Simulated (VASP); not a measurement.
Here is a VASP 6.6.1 calculation.

Contents of INCAR:

```
SYSTEM = AlNi3
ALGO = Normal
EDIFF = 1E-6
EDIFFG = -0.01
ENCUT = 600
GGA = PE
IBRION = 2
ISIF = 3
ISMEAR = -1
ISPIN = 2
LASPH = .TRUE.
LCHARG = .FALSE.
LMAXMIX = 4
LORBIT = 11
LREAL = .FALSE.
LWAVE = .FALSE.
MAGMOM = 1 1 1 0
NELM = 150
NSW = 60
PREC = Accurate
SIGMA = 0.05
```

Contents of KPOINTS:

```
k-points
0
G
  8 8 8
  0 0 0
```

Contents of POSCAR:

```
AlNi3
1.0
    3.5230547267      0.0000000000      0.0000000000
    0.0000000000      3.5230547267      0.0000000000
    0.0000000000      0.0000000000      3.5230547267
Ni Al
3 1
Direct
    0.5000000000      0.5000000000      0.0000000000
    0.5000000000      0.0000000000      0.5000000000
    0.0000000000      0.5000000000      0.5000000000
    0.0000000000      0.0000000000      0.0000000000
```

Potentials or basis: VASP PAW PBE potentials, release 64 (Ni, Al).

Command:

```sh
$ cat potpaw_PBE.64/Ni/POTCAR potpaw_PBE.64/Al/POTCAR > POTCAR
$ mpirun -np 1 vasp_std > vasp.out
```

Question: Estimate the relaxed volume.

Answer: 11.34 Å³/atom.

Question: Estimate the space group after relaxing (to 0.1 Å).

Answer: Pm-3m (No. 221).

The path:
```
step  energy change (eV)  largest force (eV/Å)  pressure (GPa)  volume (Å³)
   1              0.0000                0.0000            7.23        43.73
   2              0.0043                0.0000           -5.76        46.92
   3             -0.0250                0.0000            0.75        45.17
   4             -0.0253                0.0000           -0.09        45.36
```

Caveat: the moments typed at the start vanished in this run.
